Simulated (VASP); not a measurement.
# Sr in VASP: notebook

Runs on Sr. Level: PBEsol. Tasks: single point.

All numbers are computed with VASP 6.6.1; they aren't measurements. Logs are shortened: lines on timing, memory, paths and dates and some standing lists are left out, and cuts for length are marked.

**1. The cell of the first run**

The structure is cubic, space group Fm-3m (No. 225). Conventional cell: a = 5.780 Å, b = 5.780 Å, c = 5.780 Å, α = 90.00°, β = 90.00°, γ = 90.00°. Sr (site symmetry m-3m) has 12 Sr at 4.09 Å within 5.4 Å.

**2. Single point, PBEsol (strain -0.050 along x and y, -0.050 along z)**

The input, INCAR:

```
PREC = Accurate
ENCUT = 520
EDIFF = 1E-7
ISMEAR = 0
SIGMA = 0.03
LREAL = F
LASPH = T
NELM = 100
ALGO = Normal
ISIF = 2
LWAVE = F
LCHARG = F
GGA = PS
NBANDS = 11
```

The input, KPOINTS:

```
Automatic mesh
0
Gamma
  10 10 10
```

The input, POSCAR:

```
Sr
1.0
    0.0000000000      2.8902325000      2.8902325000
    2.8902325000      0.0000000000      2.8902325000
    2.8902325000      2.8902325000      0.0000000000
Sr
1
Direct
    0.0000000000      0.0000000000      0.0000000000
```

Potentials or basis: VASP PAW PBE potentials, release 64 (Sr_sv).

Command:

```sh
$ cat potpaw_PBE.64/Sr_sv/POTCAR > POTCAR
$ mpirun -np 1 vasp_std > vasp.out
```

OUTCAR:

```text
PREC = Accurate
   ENCUT = 520
   EDIFF = 1E-7
   ISMEAR = 0
   LREAL = F
   LASPH = T
   NELM = 100
   ISIF = 2
   GGA = PS

 ion  position               nearest neighbor table
   1  0.000  0.000  0.000-

  LATTYP: Found a face centered cubic cell.
 ALAT       =     5.7804650000

  Lattice vectors:

 A1 = (   0.0000000000,   2.8902325000,   2.8902325000)
 A2 = (   2.8902325000,   0.0000000000,   2.8902325000)
 A3 = (   2.8902325000,   2.8902325000,   0.0000000000)

Analysis of symmetry for initial positions (statically):
=====================================================================
 Subroutine PRICEL returns:
 Original cell was already a primitive cell.

 Routine SETGRP: Setting up the symmetry group for a
 face centered cubic supercell.

 Subroutine GETGRP returns: Found 48 space group operations
 (whereof 48 operations were pure point group operations)
 out of a pool of 48 trial point group operations.

The static configuration has the point symmetry O_h .

Analysis of symmetry for dynamics (positions and initial velocities):
=====================================================================
 Subroutine PRICEL returns:
 Original cell was already a primitive cell.

 Routine SETGRP: Setting up the symmetry group for a
 face centered cubic supercell.

 Subroutine GETGRP returns: Found 48 space group operations
 (whereof 48 operations were pure point group operations)
 out of a pool of 48 trial point group operations.

The dynamic configuration has the point symmetry O_h .

 Subroutine INISYM returns: Found 48 space group operations
 (whereof 48 operations are pure point group operations),
 and found     1 'primitive' translations

----------------------------------------------------------------------------------------

                                     Primitive cell

  volume of cell :      48.2868

  direct lattice vectors                    reciprocal lattice vectors
     0.000000000  2.890232500  2.890232500    -0.172996463  0.172996463  0.172996463
     2.890232500  0.000000000  2.890232500     0.172996463 -0.172996463  0.172996463
     2.890232500  2.890232500  0.000000000     0.172996463  0.172996463 -0.172996463

  length of vectors
     4.087406000  4.087406000  4.087406000     0.299638664  0.299638664  0.299638664

  position of ions in fractional coordinates (direct lattice)
     0.000000000  0.000000000  0.000000000

  ion indices of the primitive-cell ions
   primitive index   ion index
                 1           1

----------------------------------------------------------------------------------------

 KPOINTS: Automatic mesh

Automatic generation of k-mesh.
 Grid dimensions read from file:
 generate k-points for:   10   10   10

 Generating k-lattice:

  Cartesian coordinates                     Fractional coordinates (reciprocal lattice)
    -0.017299646  0.017299646  0.017299646     0.100000000  0.000000000  0.000000000
     0.017299646 -0.017299646  0.017299646     0.000000000  0.100000000  0.000000000
     0.017299646  0.017299646 -0.017299646     0.000000000  0.000000000  0.100000000

  Length of vectors
     0.029963866  0.029963866  0.029963866

  Shift w.r.t. Gamma in fractional coordinates (k-lattice)
     0.000000000  0.000000000  0.000000000

 Subroutine IBZKPT returns following result:
 ===========================================

 Found     47 irreducible k-points:

 Following reciprocal coordinates:
            Coordinates               Weight
  0.000000  0.000000  0.000000      1.000000
  0.100000  0.000000  0.000000      8.000000
  0.200000  0.000000  0.000000      8.000000
  0.300000  0.000000  0.000000      8.000000
  0.400000  0.000000  0.000000      8.000000
  0.500000  0.000000  0.000000      4.000000
[... 16 lines left out ...]
  0.300000  0.300000  0.000000      6.000000
  0.400000  0.300000  0.000000     24.000000
 [... further k-points ...]
   k-points           NKPTS =     47   k-points in BZ     NKDIM =     47   number of bands    NBANDS=     11
   number of dos      NEDOS =    301   number of ions     NIONS =      1
   total plane-waves  NPLWV =  27000
   dimension x,y,z NGX =    30 NGY =   30 NGZ =   30
   dimension x,y,z NGXF=    60 NGYF=   60 NGZF=   60
   ions per type =               1
   NGX,Y,Z   is equivalent  to a cutoff of  12.20, 12.20, 12.20 a.u.
   NGXF,Y,Z  is equivalent  to a cutoff of  24.40, 24.40, 24.40 a.u.
 SYSTEM =  unknown system
   PREC   = accura    normal or accurate (medium, high low for compatibility)
   ISTART =      0    job   : 0-new  1-cont  2-samecut
   ICHARG =      2    charge: 1-file 2-atom 10-const
   ISPIN  =      1    spin polarized calculation?
   LNONCOLLINEAR =      F non collinear calculations
   LSORBIT =      F    spin-orbit coupling
   LASPH  =      T    aspherical Exc in radial PAW
   ENCUT  =  520.0 eV  38.22 Ry    6.18 a.u.   7.60  7.60  7.60*2*pi/ulx,y,z
   NELM   =    100;   NELMIN=  2; NELMDL= -5     # of ELM steps
   EDIFF  = 0.1E-06   stopping-criterion for ELM
   LREAL  =      F    real-space projection
   EDIFFG = 0.1E-05   stopping-criterion for IOM
   NSW    =      0    number of steps for IOM
   IBRION =     -1    ionic relax: 0-MD 1-quasi-New 2-CG
   NFREE  =      0    steps in history (QN), initial steepest desc. (CG)
   ISIF   =      2    stress and relaxation
   ISYM   =      2    0-nonsym 1-usesym 2-fastsym
   POTIM  = 0.5000    time-step for ionic-motion
   TEBEG  =    0.0;   TEEND  =   0.0 temperature during run
   PSTRESS=    0.0 pullay stress
   NELECT =      10.0000    total number of electrons
   NUPDOWN=      -1.0000    fix difference up-down
   EMIN   =  10.00;   EMAX   =-10.00  energy-range for DOS
   EFERMI =   0.00;   METHOD = LEGACY
   ISMEAR =     0;   SIGMA  =   0.03  broadening in eV -4-tet -1-fermi 0-gaus
   EFERMI_NEDOS =   21; number of points for ismear=-14 and -15
   IALGO  =     38    algorithm
   IMIX   =      4    mixing-type and parameters
     AMIX     =   0.40;   BMIX     =  1.00
     AMIX_MAG =   1.60;   BMIX_MAG =  1.00
  volume/ion in A,a.u.               =      48.29       325.86
  Fermi-wavevector in a.u.,A,eV,Ry     =   0.968572  1.830336 12.764065  0.938132
  Thomas-Fermi vector in A             =   2.098553
   LORBIT       =      0    0 simple, 1 ext, 2 COOP (PROOUT), +10 PAW based schemes
   GGA     = PS    functional components
   LHFCALC =     F    Hartree Fock is set to
   AEXX    =    0.0000 exact exchange contribution
   IVDW    =     0    specifies the selected vdW correction
   LEPSILON=     F    determine dielectric tensor
   LRPA    =     F    only Hartree local field effects (RPA)
 non-spin polarized calculation
 Gauss-broadening in eV      SIGMA  =   0.03
  energy-cutoff  :      520.00
  volume of cell :       48.29
 maximum number of plane-waves:      1315
   NGX = 15   NGY = 15   NGZ = 15

 number of electron      10.0000000 magnetization

 Free energy of the ion-electron system (eV)
  ---------------------------------------------------
  ext. energy  EPLUGINS =         0.00000000
  ---------------------------------------------------
  free energy    TOTEN  =        -1.82892343 eV

  energy without entropy =       -1.82802069  energy(sigma->0) =       -1.82847206

 E-fermi :   1.9703     XC(G=0):  -7.8461

 val. band max:        1.9574433071   @ k =  -0.3000   0.4000   0.2000
 cond. band min:       1.9773636468   @ k =  -0.4000   0.3000   0.0000
 fundamental gap:      0.0199203397
 Fermi energy:         1.9703454246

 k-point     1 :       0.0000    0.0000    0.0000
  band No.  band energies     occupation
      1     -34.3350      2.00000
      2     -16.2051      2.00000
      3     -16.2051      2.00000
      4     -16.2051      2.00000
      5      -1.8984      2.00000
      6       4.4227      0.00000
      7       4.4227      0.00000
      8       4.4227      0.00000
      9       6.1195      0.00000
     10       6.1195      0.00000
     11       9.4755      0.00000

 k-point     2 :       0.1000    0.0000    0.0000
  band No.  band energies     occupation
      1     -34.3325      2.00000
      2     -16.2363      2.00000
      3     -16.2091      2.00000
      4     -16.2091      2.00000
      5      -1.7152      2.00000
      6       4.1488      0.00000
      7       4.5078      0.00000
      8       4.5078      0.00000
      9       6.0036      0.00000
     10       6.0036      0.00000
     11       9.9356      0.00000

 k-point     3 :       0.2000    0.0000    0.0000
  band No.  band energies     occupation
      1     -34.3260      2.00000
      2     -16.3167      2.00000
      3     -16.2196      2.00000
      4     -16.2196      2.00000
      5      -1.1977      2.00000
      6       3.5663      0.00000
      7       4.6250      0.00000
      8       4.6250      0.00000
      9       5.9219      0.00000
     10       5.9219      0.00000
     11       9.7646      0.00000

 k-point     4 :       0.3000    0.0000    0.0000
  band No.  band energies     occupation
      1     -34.3180      2.00000
      2     -16.4136      2.00000
      3     -16.2325      2.00000
      4     -16.2325      2.00000
      5      -0.4462      2.00000
      6       2.9700      0.00000
      7       4.5115      0.00000
      8       4.5115      0.00000
      9       6.3038      0.00000
     10       6.3038      0.00000
     11       8.9623      0.00000

 k-point     5 :       0.4000    0.0000    0.0000
  band No.  band energies     occupation
      1     -34.3115      2.00000
      2     -16.4902      2.00000
      3     -16.2429      2.00000
      4     -16.2429      2.00000
      5       0.3396      2.00000
      6       2.4755      0.00000
      7       4.3201      0.00000
      8       4.3201      0.00000
      9       6.9668      0.00000
     10       6.9668      0.00000
     11       8.5062      0.00000
[... 211 lines left out ...]
 k-point    21 :      -0.3000    0.2000    0.0000
  band No.  band energies     occupation
      1     -34.3090      2.00000
      2     -16.4449      2.00000
      3     -16.3218      2.00000
      4     -16.2471      2.00000
      5       0.6386      2.00000
      6       2.6802      0.00000
      7       3.4031      0.00000
      8       4.8378      0.00000
      9       6.0519      0.00000
     10       7.6510      0.00000
     11       8.7148      0.00000

 k-point    22 :      -0.2000    0.2000    0.0000
  band No.  band energies     occupation
      1     -34.3152      2.00000
      2     -16.3982      2.00000
      3     -16.2921      2.00000
      4     -16.2310      2.00000
      5      -0.1623      2.00000
      6       3.0333      0.00000
      7       3.8220      0.00000
      8       5.0330      0.00000
      9       5.3820      0.00000
     10       7.1467      0.00000
     11       9.6792      0.00000

 k-point    23 :       0.3000    0.3000    0.0000
  band No.  band energies     occupation
      1     -34.3124      2.00000
      2     -16.4036      2.00000
      3     -16.2790      2.00000
      4     -16.2790      2.00000
      5      -0.0070      2.00000
      6       2.7298      0.00000
      7       3.7545      0.00000
      8       5.6010      0.00000
      9       5.6010      0.00000
     10       6.8602      0.00000
     11      10.8743      0.00000

 k-point    24 :       0.4000    0.3000    0.0000
  band No.  band energies     occupation
      1     -34.3072      2.00000
      2     -16.4445      2.00000
      3     -16.3016      2.00000
      4     -16.2916      2.00000
      5       0.5689      2.00000
      6       2.5008      0.00000
      7       3.3859      0.00000
      8       5.7631      0.00000
      9       6.1809      0.00000
     10       7.2348      0.00000
     11       9.2799      0.00000

 [... further k-points ...]

------------------------ aborting loop because EDIFF is reached ----------------------------------------

  FORCE on cell =-STRESS in cart. coord.  units (eV):
  Direction    XX          YY          ZZ          XY          YZ          ZX
  --------------------------------------------------------------------------------------
  -------------------------------------------------------------------------------------
  Total        0.2954452      0.2954452      0.2954452     -0.0000000      0.0000000     -0.0000000
  in kB        9.8030033      9.8030033      9.8030033     -0.0000000      0.0000000     -0.0000000
  external PRESSURE =       9.8030033 kB  Pullay stress =       0.0000000 kB

 VOLUME and BASIS-vectors are now :
 -----------------------------------------------------------------------------
  energy-cutoff  :      520.00
  volume of cell :       48.29
      direct lattice vectors                 reciprocal lattice vectors
     0.000000000  2.890232500  2.890232500    -0.172996463  0.172996463  0.172996463
     2.890232500  0.000000000  2.890232500     0.172996463 -0.172996463  0.172996463
     2.890232500  2.890232500  0.000000000     0.172996463  0.172996463 -0.172996463

 POSITION                                       TOTAL-FORCE (eV/Angst)
 -----------------------------------------------------------------------------------
      0.00000      0.00000      0.00000         0.000000      0.000000     -0.000000
 -----------------------------------------------------------------------------------
    total drift:                               -0.000000     -0.000000      0.000000

  FREE ENERGIE OF THE ION-ELECTRON SYSTEM (eV)
  ---------------------------------------------------
  free  energy   TOTEN  =        -1.8289234280 eV

  energy  without entropy=       -1.8280206852  energy(sigma->0) =       -1.82847206
```

Wall time 11 s (1 thread of Intel Xeon 6975P-C (Granite Rapids), shared host); peak memory 0.17 GiB.

What came out:

```yaml
Free_energy: -1.8289 eV
Pressure: 1.0 GPa
```

Levels at points of the mesh, in eV from the Fermi level:
| k point | band 2 | band 3 | band 4 | band 5 | band 6 | band 7 | band 8 | band 9 |
| --- | --- | --- | --- | --- | --- | --- | --- | --- |
| (0.00, 0.00, 0.00) | -18.18 | -18.18 | -18.18 | -3.87 | 2.45 | 2.45 | 2.45 | 4.15 |
| (0.50, 0.00, 0.00) | -18.49 | -18.22 | -18.22 | -1.23 | 0.26 | 2.27 | 2.27 | 5.37 |
| (0.50, 0.50, 0.00) | -18.47 | -18.29 | -18.29 | -0.82 | 0.20 | 1.37 | 5.38 | 5.73 |

Caveat: the cell differs from its parent crystal (strain -0.050 along x and y, -0.050 along z); the PAW data sets were made with another functional, which shifts forces and pressure a little.

**3. Single point, PBEsol (strain -0.025 along x and y, -0.025 along z)**

The input, INCAR:

```
SYSTEM = Sr
ALGO = Normal
EDIFF = 1E-6
ENCUT = 520
GGA = PS
ISIF = 2
ISMEAR = 0
LASPH = .True.
LCHARG = .False.
LREAL = .False.
LWAVE = .False.
NBANDS = 11
NELM = 100
PREC = Accurate
SIGMA = 0.03
```

The input, KPOINTS:

```
k-points
0
Gamma
  10 10 10
  0 0 0
```

The input, POSCAR:

```
Sr
1.0
    0.0000000000      2.9662912500      2.9662912500
    2.9662912500      0.0000000000      2.9662912500
    2.9662912500      2.9662912500      0.0000000000
Sr
1
Direct
    0.0000000000      0.0000000000      0.0000000000
```

Potentials or basis: VASP PAW PBE potentials, release 64 (Sr_sv).

Command:

```sh
$ cat potpaw_PBE.64/Sr_sv/POTCAR > POTCAR
$ mpirun -np 1 vasp_std > vasp.out
```

Run time: 7.8 s. Hardware: 1 thread of Intel Xeon 6975P-C (Granite Rapids), shared host; peak memory 0.18 GiB.

Results (log left out):

```yaml
Free_energy: -1.8389 eV
Pressure: -0.1 GPa
Band_gap_on_the_k_mesh: zero (bands 5 and 6 overlap by 0.02 eV)
```

Levels at points of the mesh, in eV from the Fermi level:
```csv
k point,band 2,band 3,band 4,band 5,band 6,band 7,band 8,band 9
"(0.00, 0.00, 0.00)",-18.35,-18.35,-18.35,-3.76,2.37,2.37,2.37,3.93
"(0.50, 0.00, 0.00)",-18.58,-18.38,-18.38,-1.19,0.12,2.20,2.20,5.04
"(0.50, 0.50, 0.00)",-18.57,-18.43,-18.43,-0.72,0.27,1.15,5.05,5.37
```

Caveat: the cell differs from its parent crystal (strain -0.025 along x and y, -0.025 along z); the PAW data sets were made with another functional, which shifts forces and pressure a little.

(Part 1 of 2 ends here.)
